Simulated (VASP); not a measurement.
# Al2Cu (Fmmm) in VASP: single point with PBE

Aim: the single point of Al2Cu with PBE.

Program: VASP 6.6.1. These are calculated values, not measurements. Logs are shortened: lines on timing, memory, paths and dates and some standing lists are left out, and cuts for length are marked.

**1. The cell of the first run**

It takes space group Fmmm (No. 69, orthorhombic). Conventional cell: a = 5.378 Å, b = 5.754 Å, c = 6.217 Å, α = 90.00°, β = 90.00°, γ = 90.00°. Within 3.3 Å of Al (site symmetry 222) lie 4 Cu at 2.51 Å and 6 Al at 2.69 to 3.11 Å. Cu (site symmetry mmm) has 8 Al at 2.51 Å within 3.3 Å.

**2. Single point, PBE**

INCAR

```
SYSTEM = Al2Cu
  ALGO = Fast
  EDIFF = 1E-6
  ENCUT = 520
  GGA = PE
  ISIF = 2
  ISMEAR = 0
  LASPH = .True.
  LCHARG = .False.
  LREAL = .False.
  LWAVE = .False.
  NBANDS = 16
  NELM = 80
  PREC = Accurate
  SIGMA = 0.15
```

KPOINTS

```
k-points
0
Gamma
  14 14 14
  0 0 0
```

POSCAR

```
Al2Cu
1.0
   -2.1979455184      2.1979455184      2.6890032877
    2.1979455184     -2.1979455184      2.6890032877
    2.0343774798      2.0343774798     -2.6890032877
Al Cu
2 1
Direct
    0.7500000000      0.2500000000      0.5000000000
    0.2500000000      0.7500000000      0.5000000000
    0.5000000000      0.5000000000      0.0000000000
```

Potentials or basis: VASP PAW PBE potentials, release 64 (Al, Cu).

Command:

```sh
> cat potpaw_PBE.64/Al/POTCAR potpaw_PBE.64/Cu/POTCAR > POTCAR
> mpirun -np 1 vasp_std > vasp.out
```

OUTCAR:

```text
SYSTEM = Al2Cu
   EDIFF = 1E-6
   ENCUT = 520
   GGA = PE
   ISIF = 2
   ISMEAR = 0
   LASPH = .True.
   LREAL = .False.
   NELM = 80
   PREC = Accurate

 ion  position               nearest neighbor table
   1  0.750  0.250  0.500-   3 2.51   3 2.51   3 2.51   3 2.51   2 2.69   2 2.69   2 2.88   2 2.88
                             2 3.11   2 3.11
   2  0.250  0.750  0.500-   3 2.51   3 2.51   3 2.51   3 2.51   1 2.69   1 2.69   1 2.88   1 2.88
                             1 3.11   1 3.11
   3  0.500  0.500  0.000-   2 2.51   1 2.51   1 2.51   2 2.51   1 2.51   2 2.51   2 2.51   1 2.51

  LATTYP: Found a face centered orthorhombic cell.
 ALAT       =     5.3780065754
 B/A-ratio  =     1.0699296041
 C/A-ratio  =     1.1559540948

  Lattice vectors:

 A1 = (  -0.1635680386,   4.2323229982,   0.0000000000)
 A2 = (  -2.1979455184,   2.1979455184,   2.6890032877)
 A3 = (   2.0343774798,   2.0343774798,   2.6890032877)

Analysis of symmetry for initial positions (statically):
=====================================================================
 Subroutine PRICEL returns:
 Original cell was already a primitive cell.

 Routine SETGRP: Setting up the symmetry group for a
 face centered orthorhombic supercell.

 Subroutine GETGRP returns: Found  8 space group operations
 (whereof  8 operations were pure point group operations)
 out of a pool of  8 trial point group operations.

The static configuration has the point symmetry D_2h.

Analysis of symmetry for dynamics (positions and initial velocities):
=====================================================================
 Subroutine PRICEL returns:
 Original cell was already a primitive cell.

 Routine SETGRP: Setting up the symmetry group for a
 face centered orthorhombic supercell.

 Subroutine GETGRP returns: Found  8 space group operations
 (whereof  8 operations were pure point group operations)
 out of a pool of  8 trial point group operations.

The dynamic configuration has the point symmetry D_2h.

 Subroutine INISYM returns: Found  8 space group operations
 (whereof  8 operations are pure point group operations),
 and found     1 'primitive' translations

----------------------------------------------------------------------------------------

                                     Primitive cell

  volume of cell :      48.0950

  direct lattice vectors                    reciprocal lattice vectors
    -2.197945518  2.197945518  2.689003288     0.009145132  0.236630298  0.185942502
     2.197945518 -2.197945518  2.689003288     0.236630298  0.009145132  0.185942502
     2.034377480  2.034377480 -2.689003288     0.245775430  0.245775430  0.000000000

  length of vectors
     4.110069061  4.110069061  3.938035315     0.301084947  0.301084947  0.347578946

  position of ions in fractional coordinates (direct lattice)
     0.750000000  0.250000000  0.500000000
     0.250000000  0.750000000  0.500000000
     0.500000000  0.500000000  0.000000000

  ion indices of the primitive-cell ions
   primitive index   ion index
                 1           1
                 2           2
                 3           3

----------------------------------------------------------------------------------------

 KPOINTS: k-points

Automatic generation of k-mesh.
 Grid dimensions read from file:
 generate k-points for:   14   14   14

 Generating k-lattice:

  Cartesian coordinates                     Fractional coordinates (reciprocal lattice)
     0.000653224  0.016902164  0.013281607     0.071428571 -0.000000000  0.000000000
     0.016902164  0.000653224  0.013281607    -0.000000000  0.071428571  0.000000000
     0.017555388  0.017555388  0.000000000     0.000000000  0.000000000  0.071428571

  Length of vectors
     0.021506068  0.021506068  0.024827068

  Shift w.r.t. Gamma in fractional coordinates (k-lattice)
     0.000000000  0.000000000  0.000000000

 Subroutine IBZKPT returns following result:
 ===========================================

 Found    428 irreducible k-points:

 Following reciprocal coordinates:
            Coordinates               Weight
  0.000000  0.000000  0.000000      1.000000
  0.071429  0.000000  0.000000      8.000000
  0.142857  0.000000  0.000000      8.000000
  0.214286  0.000000 -0.000000      8.000000
  0.285714  0.000000  0.000000      8.000000
  0.357143  0.000000 -0.000000      8.000000
[... 16 lines left out ...]
  0.214286  0.142857  0.000000      8.000000
  0.285714  0.142857  0.000000      8.000000
 [... further k-points ...]
   k-points           NKPTS =    428   k-points in BZ     NKDIM =    428   number of bands    NBANDS=     16
   number of dos      NEDOS =    301   number of ions     NIONS =      3
   total plane-waves  NPLWV =  30720
   dimension x,y,z NGX =    32 NGY =   32 NGZ =   30
   dimension x,y,z NGXF=    64 NGYF=   64 NGZF=   60
   ions per type =               2   1
   NGX,Y,Z   is equivalent  to a cutoff of  12.94, 12.94, 12.66 a.u.
   NGXF,Y,Z  is equivalent  to a cutoff of  25.89, 25.89, 25.33 a.u.
 SYSTEM =  Al2Cu
   PREC   = accura    normal or accurate (medium, high low for compatibility)
   ISTART =      0    job   : 0-new  1-cont  2-samecut
   ICHARG =      2    charge: 1-file 2-atom 10-const
   ISPIN  =      1    spin polarized calculation?
   LNONCOLLINEAR =      F non collinear calculations
   LSORBIT =      F    spin-orbit coupling
   LASPH  =      T    aspherical Exc in radial PAW
   ENCUT  =  520.0 eV  38.22 Ry    6.18 a.u.   7.64  7.64  7.32*2*pi/ulx,y,z
   NELM   =     80;   NELMIN=  2; NELMDL= -5     # of ELM steps
   EDIFF  = 0.1E-05   stopping-criterion for ELM
   LREAL  =      F    real-space projection
   EDIFFG = 0.1E-04   stopping-criterion for IOM
   NSW    =      0    number of steps for IOM
   IBRION =     -1    ionic relax: 0-MD 1-quasi-New 2-CG
   NFREE  =      0    steps in history (QN), initial steepest desc. (CG)
   ISIF   =      2    stress and relaxation
   ISYM   =      2    0-nonsym 1-usesym 2-fastsym
   POTIM  = 0.5000    time-step for ionic-motion
   TEBEG  =    0.0;   TEEND  =   0.0 temperature during run
   PSTRESS=    0.0 pullay stress
   NELECT =      17.0000    total number of electrons
   NUPDOWN=      -1.0000    fix difference up-down
   EMIN   =  10.00;   EMAX   =-10.00  energy-range for DOS
   EFERMI =   0.00;   METHOD = LEGACY
   ISMEAR =     0;   SIGMA  =   0.15  broadening in eV -4-tet -1-fermi 0-gaus
   EFERMI_NEDOS =   21; number of points for ismear=-14 and -15
   IALGO  =     68    algorithm
   IMIX   =      4    mixing-type and parameters
     AMIX     =   0.40;   BMIX     =  1.00
     AMIX_MAG =   1.60;   BMIX_MAG =  1.00
  volume/ion in A,a.u.               =      16.03       108.19
  Fermi-wavevector in a.u.,A,eV,Ry     =   1.157509  2.187376 18.229468  1.339828
  Thomas-Fermi vector in A             =   2.294120
   LORBIT       =      0    0 simple, 1 ext, 2 COOP (PROOUT), +10 PAW based schemes
   GGA     = PE    functional components
   LHFCALC =     F    Hartree Fock is set to
   AEXX    =    0.0000 exact exchange contribution
   IVDW    =     0    specifies the selected vdW correction
   LEPSILON=     F    determine dielectric tensor
   LRPA    =     F    only Hartree local field effects (RPA)
 non-spin polarized calculation
 RMM-DIIS sequential band-by-band and
 Gauss-broadening in eV      SIGMA  =   0.15
  energy-cutoff  :      520.00
  volume of cell :       48.09
 maximum number of plane-waves:      1316
   NGX = 15   NGY = 15   NGZ = 15

 number of electron      17.0000005 magnetization

 Free energy of the ion-electron system (eV)
  ---------------------------------------------------
  ext. energy  EPLUGINS =         0.00000000
  ---------------------------------------------------
  free energy    TOTEN  =       -11.60900026 eV

  energy without entropy =      -11.59883983  energy(sigma->0) =      -11.60392004

 E-fermi :   6.9326     XC(G=0): -10.4270

 val. band max:        6.9261238852   @ k =  -0.3571  -0.0000   0.0714
 cond. band min:       6.9332771009   @ k =   0.1429   0.0000   0.1429
 fundamental gap:      0.0071532157
 Fermi energy:         6.9326332156

 k-point     1 :       0.0000    0.0000    0.0000
  band No.  band energies     occupation
      1      -3.2260      2.00000
      2       2.4167      2.00000
      3       2.4850      2.00000
      4       2.5468      2.00000
      5       2.9161      2.00000
      6       3.1112      2.00000
[... 8 lines left out ...]
     15      13.1815      0.00000
     16      13.9360      0.00000

 k-point     2 :       0.0714    0.0000    0.0000
  band No.  band energies     occupation
      1      -3.1578      2.00000
      2       2.4088      2.00000
      3       2.4855      2.00000
      4       2.5504      2.00000
      5       2.9154      2.00000
      6       3.1070      2.00000
[... 8 lines left out ...]
     15      13.2574      0.00000
     16      13.6907      0.00000

 k-point     3 :       0.1429    0.0000    0.0000
  band No.  band energies     occupation
      1      -2.9538      2.00000
      2       2.3546      2.00000
      3       2.5041      2.00000
      4       2.5664      2.00000
      5       2.9174      2.00000
      6       3.0962      2.00000
[... 8 lines left out ...]
     15      13.1513      0.00000
     16      13.9551      0.00000

 k-point     4 :       0.2143    0.0000   -0.0000
  band No.  band energies     occupation
      1      -2.6167      2.00000
      2       2.2302      2.00000
      3       2.5437      2.00000
      4       2.5868      2.00000
      5       2.9328      2.00000
      6       3.0837      2.00000
[... 8 lines left out ...]
     15      13.6624      0.00000
     16      14.2037      0.00000
[... 324 lines left out ...]
 k-point    22 :       0.1429    0.1429    0.0000
  band No.  band energies     occupation
      1      -2.4516      2.00000
      2       2.1181      2.00000
      3       2.5651      2.00000
      4       2.6034      2.00000
      5       2.9834      2.00000
      6       3.0573      2.00000
[... 8 lines left out ...]
     15      12.9768      0.00000
     16      14.9769      0.00000

 k-point    23 :       0.2143    0.1429    0.0000
  band No.  band energies     occupation
      1      -2.0051      2.00000
      2       1.9186      2.00000
      3       2.5956      2.00000
      4       2.6156      2.00000
      5       3.0092      2.00000
      6       3.0686      2.00000
[... 8 lines left out ...]
     15      13.5641      0.00000
     16      15.5047      0.00000

 k-point    24 :       0.2857    0.1429    0.0000
  band No.  band energies     occupation
      1      -1.4398      2.00000
      2       1.5958      2.00000
      3       2.5689      2.00000
      4       2.6599      2.00000
      5       3.0193      2.00000
      6       3.1142      2.00000
[... 8 lines left out ...]
     15      14.4723      0.00000
     16      16.5554      0.00000

 [... further k-points ...]

------------------------ aborting loop because EDIFF is reached ----------------------------------------

  FORCE on cell =-STRESS in cart. coord.  units (eV):
  Direction    XX          YY          ZZ          XY          YZ          ZX
  --------------------------------------------------------------------------------------
  -------------------------------------------------------------------------------------
  Total       -0.5550003     -0.5550003      2.7047540      0.6811064      0.0000000      0.0000000
  in kB      -18.4885983    -18.4885983     90.1028594     22.6895430      0.0000000      0.0000000
  external PRESSURE =      17.7085543 kB  Pullay stress =       0.0000000 kB

 VOLUME and BASIS-vectors are now :
 -----------------------------------------------------------------------------
  energy-cutoff  :      520.00
  volume of cell :       48.09
      direct lattice vectors                 reciprocal lattice vectors
    -2.197945518  2.197945518  2.689003288     0.009145132  0.236630298  0.185942502
     2.197945518 -2.197945518  2.689003288     0.236630298  0.009145132  0.185942502
     2.034377480  2.034377480 -2.689003288     0.245775430  0.245775430  0.000000000

 POSITION                                       TOTAL-FORCE (eV/Angst)
 -----------------------------------------------------------------------------------
     -0.08178      2.11616      1.34450         0.000000      0.000000     -0.000000
      2.11616     -0.08178      1.34450        -0.000000     -0.000000     -0.000000
      0.00000      0.00000      2.68900         0.000000     -0.000000      0.000000
 -----------------------------------------------------------------------------------
    total drift:                               -0.000000      0.000000     -0.000000

  FREE ENERGIE OF THE ION-ELECTRON SYSTEM (eV)
  ---------------------------------------------------
  free  energy   TOTEN  =       -11.6090002558 eV

  energy  without entropy=      -11.5988398303  energy(sigma->0) =      -11.60392004
```

It took 2.7 min on 1 thread of Intel Xeon 6975P-C (Granite Rapids), shared host; peak memory 0.41 GiB.

Results:

| Item | Value |
| --- | --- |
| Free energy | -11.6090 eV |
| Pressure | 1.8 GPa |
| Band gap on the k mesh | zero (an odd number of electrons rules out a gap without spin polarisation) |

Caveat: the cell differs from its parent crystal (strain +e along x and -e along y -0.0400, strain +e along z and -e/2 along x and y -0.0700).
